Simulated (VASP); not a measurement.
# AgCl (Fm-3m) in VASP: a series of runs

The runs below take AgCl through single point, with LDA.

All numbers are computed with VASP 6.6.1; they aren't measurements. Logs are shortened: lines on timing, memory, paths and dates and some standing lists are left out, and cuts for length are marked.

### Step 1. The cell of the first run

Symmetry: Fm-3m, No. 225, cubic system. Conventional cell: a = 5.583 Å, b = 5.583 Å, c = 5.583 Å, α = 90.00°, β = 90.00°, γ = 90.00°. Ag (site symmetry m-3m) has 6 Cl at 2.79 Å within 3.7 Å. Cl (site symmetry m-3m) has 6 Ag at 2.79 Å within 3.7 Å.

### Step 2. Single point, LDA (volume scaled by 1.02)

The input, INCAR:

```
  PREC = Accurate
  ENCUT = 520
  EDIFF = 1E-6
  ISMEAR = -1
  SIGMA = 0.02
  LREAL = F
  LASPH = T
  NELM = 80
  ALGO = Normal
  ISIF = 2
  LWAVE = F
  LCHARG = F
  GGA = CA
  NBANDS = 16
```

The input, KPOINTS:

```
regular mesh
0
Gamma
  8 8 8
```

The input, POSCAR:

```
AgCl
1.0
    0.0000000000      2.7915157670      2.7915157670
    2.7915157670      0.0000000000      2.7915157670
    2.7915157670      2.7915157670      0.0000000000
Ag Cl
1 1
Direct
    0.5000000000      0.5000000000      0.5000000000
    0.0000000000      0.0000000000      0.0000000000
```

Potentials or basis: VASP PAW LDA potentials, release 64 (Ag, Cl).

Started as:

```bash
$ cat potpaw_LDA.64/Ag/POTCAR potpaw_LDA.64/Cl/POTCAR > POTCAR
$ mpirun -np 1 vasp_std > vasp.out
```

OUTCAR:

```text
PREC = Accurate
   ENCUT = 520
   EDIFF = 1E-6
   ISMEAR = -1
   LREAL = F
   LASPH = T
   NELM = 80
   ISIF = 2
   GGA = CA

 ion  position               nearest neighbor table
   1  0.500  0.500  0.500-   2 2.79   2 2.79   2 2.79   2 2.79   2 2.79   2 2.79
   2  0.000  0.000  0.000-   1 2.79   1 2.79   1 2.79   1 2.79   1 2.79   1 2.79

  LATTYP: Found a face centered cubic cell.
 ALAT       =     5.5830315340

  Lattice vectors:

 A1 = (   0.0000000000,   2.7915157670,   2.7915157670)
 A2 = (   2.7915157670,   0.0000000000,   2.7915157670)
 A3 = (   2.7915157670,   2.7915157670,   0.0000000000)

Analysis of symmetry for initial positions (statically):
[... 33 lines left out ...]
                                     Primitive cell

  volume of cell :      43.5061

  direct lattice vectors                    reciprocal lattice vectors
     0.000000000  2.791515767  2.791515767    -0.179114159  0.179114159  0.179114159
     2.791515767  0.000000000  2.791515767     0.179114159 -0.179114159  0.179114159
     2.791515767  2.791515767  0.000000000     0.179114159  0.179114159 -0.179114159

  length of vectors
     3.947799457  3.947799457  3.947799457     0.310234824  0.310234824  0.310234824

  position of ions in fractional coordinates (direct lattice)
     0.500000000  0.500000000  0.500000000
     0.000000000  0.000000000  0.000000000

  ion indices of the primitive-cell ions
   primitive index   ion index
                 1           1
                 2           2

----------------------------------------------------------------------------------------

 KPOINTS: regular mesh

Automatic generation of k-mesh.
 Grid dimensions read from file:
 generate k-points for:    8    8    8

 Generating k-lattice:

  Cartesian coordinates                     Fractional coordinates (reciprocal lattice)
    -0.022389270  0.022389270  0.022389270     0.125000000  0.000000000  0.000000000
     0.022389270 -0.022389270  0.022389270     0.000000000  0.125000000  0.000000000
     0.022389270  0.022389270 -0.022389270     0.000000000  0.000000000  0.125000000

  Length of vectors
     0.038779353  0.038779353  0.038779353

  Shift w.r.t. Gamma in fractional coordinates (k-lattice)
     0.000000000  0.000000000  0.000000000

 Subroutine IBZKPT returns following result:
 ===========================================

 Found     29 irreducible k-points:

 Following reciprocal coordinates:
            Coordinates               Weight
  0.000000  0.000000  0.000000      1.000000
  0.125000  0.000000  0.000000      8.000000
  0.250000  0.000000  0.000000      8.000000
  0.375000  0.000000  0.000000      8.000000
  0.500000  0.000000  0.000000      4.000000
  0.125000  0.125000  0.000000      6.000000
[... 16 lines left out ...]
  0.500000  0.250000  0.125000     48.000000
 -0.375000  0.250000  0.125000     24.000000
 [... further k-points ...]
   k-points           NKPTS =     29   k-points in BZ     NKDIM =     29   number of bands    NBANDS=     16
   number of dos      NEDOS =    301   number of ions     NIONS =      2
   total plane-waves  NPLWV =  27000
   dimension x,y,z NGX =    30 NGY =   30 NGZ =   30
   dimension x,y,z NGXF=    60 NGYF=   60 NGZF=   60
   ions per type =               1   1
   NGX,Y,Z   is equivalent  to a cutoff of  12.63, 12.63, 12.63 a.u.
   NGXF,Y,Z  is equivalent  to a cutoff of  25.27, 25.27, 25.27 a.u.
 SYSTEM =  unknown system
   PREC   = accura    normal or accurate (medium, high low for compatibility)
   ISTART =      0    job   : 0-new  1-cont  2-samecut
   ICHARG =      2    charge: 1-file 2-atom 10-const
   ISPIN  =      1    spin polarized calculation?
   LNONCOLLINEAR =      F non collinear calculations
   LSORBIT =      F    spin-orbit coupling
   LASPH  =      T    aspherical Exc in radial PAW
   ENCUT  =  520.0 eV  38.22 Ry    6.18 a.u.   7.34  7.34  7.34*2*pi/ulx,y,z
   NELM   =     80;   NELMIN=  2; NELMDL= -5     # of ELM steps
   EDIFF  = 0.1E-05   stopping-criterion for ELM
   LREAL  =      F    real-space projection
   EDIFFG = 0.1E-04   stopping-criterion for IOM
   NSW    =      0    number of steps for IOM
   IBRION =     -1    ionic relax: 0-MD 1-quasi-New 2-CG
   NFREE  =      0    steps in history (QN), initial steepest desc. (CG)
   ISIF   =      2    stress and relaxation
   ISYM   =      2    0-nonsym 1-usesym 2-fastsym
   POTIM  = 0.5000    time-step for ionic-motion
   TEBEG  =    0.0;   TEEND  =   0.0 temperature during run
   PSTRESS=    0.0 pullay stress
   NELECT =      18.0000    total number of electrons
   NUPDOWN=      -1.0000    fix difference up-down
   EMIN   =  10.00;   EMAX   =-10.00  energy-range for DOS
   EFERMI =   0.00;   METHOD = LEGACY
   ISMEAR =    -1;   SIGMA  =   0.02  broadening in eV -4-tet -1-fermi 0-gaus
   EFERMI_NEDOS =   21; number of points for ismear=-14 and -15
   IALGO  =     38    algorithm
   IMIX   =      4    mixing-type and parameters
     AMIX     =   0.40;   BMIX     =  1.00
     AMIX_MAG =   1.60;   BMIX_MAG =  1.00
  volume/ion in A,a.u.               =      21.75       146.80
  Fermi-wavevector in a.u.,A,eV,Ry     =   1.219876  2.305231 20.246785  1.488097
  Thomas-Fermi vector in A             =   2.355113
   LORBIT       =      0    0 simple, 1 ext, 2 COOP (PROOUT), +10 PAW based schemes
   GGA     = CA    functional components
   LHFCALC =     F    Hartree Fock is set to
   AEXX    =    0.0000 exact exchange contribution
   IVDW    =     0    specifies the selected vdW correction
   LEPSILON=     F    determine dielectric tensor
   LRPA    =     F    only Hartree local field effects (RPA)
 non-spin polarized calculation
  energy-cutoff  :      520.00
  volume of cell :       43.51
 maximum number of plane-waves:      1211
 NGX is ok and might be reduce to    30
   NGX = 15   NGY = 15   NGZ = 15

 number of electron      18.0000000 magnetization

 Free energy of the ion-electron system (eV)
  ---------------------------------------------------
  ext. energy  EPLUGINS =         0.00000000
  ---------------------------------------------------
  free energy    TOTEN  =        -6.68075661 eV

  energy without entropy =       -6.68075661  energy(sigma->0) =       -6.68075661

 E-fermi :   3.6746     XC(G=0): -10.3406

 val. band max:        3.3264507610   @ k =   0.5000   0.0000   0.0000
 cond. band min:       3.9721031196   @ k =   0.0000   0.0000   0.0000
 fundamental gap:      0.6456523586
 Fermi energy:         3.6745779916

 k-point     1 :       0.0000    0.0000    0.0000
  band No.  band energies     occupation
      1     -11.5886      2.00000
      2       0.8848      2.00000
      3       0.8848      2.00000
      4       0.8848      2.00000
      5       0.9217      2.00000
      6       0.9217      2.00000
[... 8 lines left out ...]
     15      16.2078      0.00000
     16      16.2078      0.00000

 k-point     2 :       0.1250    0.0000    0.0000
  band No.  band energies     occupation
      1     -11.5291      2.00000
      2       0.2344      2.00000
      3       0.2916      2.00000
      4       0.2916      2.00000
      5       0.9383      2.00000
      6       0.9383      2.00000
[... 8 lines left out ...]
     15      15.1669      0.00000
     16      15.6945      0.00000

 k-point     3 :       0.2500    0.0000    0.0000
  band No.  band energies     occupation
      1     -11.3794      2.00000
      2      -0.7914      2.00000
      3      -0.2691      2.00000
      4      -0.2691      2.00000
      5       1.0622      2.00000
      6       1.0622      2.00000
[... 8 lines left out ...]
     15      15.4843      0.00000
     16      15.5761      0.00000

 k-point     4 :       0.3750    0.0000    0.0000
  band No.  band energies     occupation
      1     -11.2201      2.00000
      2      -1.5627      2.00000
      3      -0.6271      2.00000
      4      -0.6271      2.00000
      5       1.1912      2.00000
      6       1.1912      2.00000
[... 8 lines left out ...]
     15      16.3817      0.00000
     16      16.3817      0.00000

 k-point     5 :       0.5000    0.0000    0.0000
  band No.  band energies     occupation
      1     -11.1510      2.00000
      2      -1.8455      2.00000
      3      -0.7498      2.00000
      4      -0.7498      2.00000
      5       1.2462      2.00000
      6       1.2462      2.00000
[... 8 lines left out ...]
     15      17.0033      0.00000
     16      17.0033      0.00000

 k-point     6 :       0.1250    0.1250    0.0000
  band No.  band energies     occupation
      1     -11.5114      2.00000
      2      -0.2439      2.00000
      3       0.5763      2.00000
      4       0.5763      2.00000
      5       0.8367      2.00000
      6       0.9486      2.00000
[... 8 lines left out ...]
     15      17.0957      0.00000
     16      17.1906      0.00000
[... 267 lines left out ...]
 k-point    21 :       0.5000    0.5000    0.0000
  band No.  band energies     occupation
      1     -11.1328      2.00000
      2      -0.9116      2.00000
      3       0.3649      2.00000
      4       0.3649      2.00000
      5       0.5605      2.00000
      6       1.1078      2.00000
[... 8 lines left out ...]
     15      18.5014      0.00000
     16      18.5014      0.00000

 k-point    22 :       0.3750    0.2500    0.1250
  band No.  band energies     occupation
      1     -11.2877      2.00000
      2      -1.1583      2.00000
      3      -0.3490      2.00000
      4       0.0134      2.00000
      5       0.9795      2.00000
      6       1.1735      2.00000
[... 8 lines left out ...]
     15      17.3804      0.00000
     16      18.3691      0.00000

 k-point    23 :       0.5000    0.2500    0.1250
  band No.  band energies     occupation
      1     -11.1738      2.00000
      2      -1.3654      2.00000
      3      -0.6350      2.00000
      4      -0.3817      2.00000
      5       1.0950      2.00000
      6       1.2527      2.00000
[... 8 lines left out ...]
     15      17.5843      0.00000
     16      18.2328      0.00000

 k-point    24 :      -0.3750    0.2500    0.1250
  band No.  band energies     occupation
      1     -11.1253      2.00000
      2      -1.4281      2.00000
      3      -0.6808      2.00000
      4      -0.6354      2.00000
      5       1.1807      2.00000
      6       1.2488      2.00000
[... 8 lines left out ...]
     15      16.6241      0.00000
     16      18.1358      0.00000

 [... further k-points ...]

------------------------ aborting loop because EDIFF is reached ----------------------------------------

  FORCE on cell =-STRESS in cart. coord.  units (eV):
  Direction    XX          YY          ZZ          XY          YZ          ZX
  --------------------------------------------------------------------------------------
  -------------------------------------------------------------------------------------
  Total       -1.7087999     -1.7087999     -1.7087999      0.0000000      0.0000000      0.0000000
  in kB      -62.9291039    -62.9291039    -62.9291039      0.0000000      0.0000000      0.0000000
  external PRESSURE =     -62.9291039 kB  Pullay stress =       0.0000000 kB

 VOLUME and BASIS-vectors are now :
 -----------------------------------------------------------------------------
  energy-cutoff  :      520.00
  volume of cell :       43.51
      direct lattice vectors                 reciprocal lattice vectors
     0.000000000  2.791515767  2.791515767    -0.179114159  0.179114159  0.179114159
     2.791515767  0.000000000  2.791515767     0.179114159 -0.179114159  0.179114159
     2.791515767  2.791515767  0.000000000     0.179114159  0.179114159 -0.179114159

 POSITION                                       TOTAL-FORCE (eV/Angst)
 -----------------------------------------------------------------------------------
      2.79152      2.79152      2.79152         0.000000     -0.000000      0.000000
      0.00000      0.00000      0.00000        -0.000000      0.000000     -0.000000
 -----------------------------------------------------------------------------------
    total drift:                                0.000000      0.000000      0.000000

  FREE ENERGIE OF THE ION-ELECTRON SYSTEM (eV)
  ---------------------------------------------------
  free  energy   TOTEN  =        -6.6807566130 eV

  energy  without entropy=       -6.6807566121  energy(sigma->0) =       -6.68075661
```

It took 32 s on 1 thread of Intel Xeon 8259CL, shared host; peak memory 0.16 GiB.

Results:

```yaml
Free_energy: -6.6808 eV
Pressure: -6.3 GPa
Band_gap_on_the_k_mesh: 0.65 eV, indirect (least direct gap 2.87 eV)
```

[end of part 1 of 2]
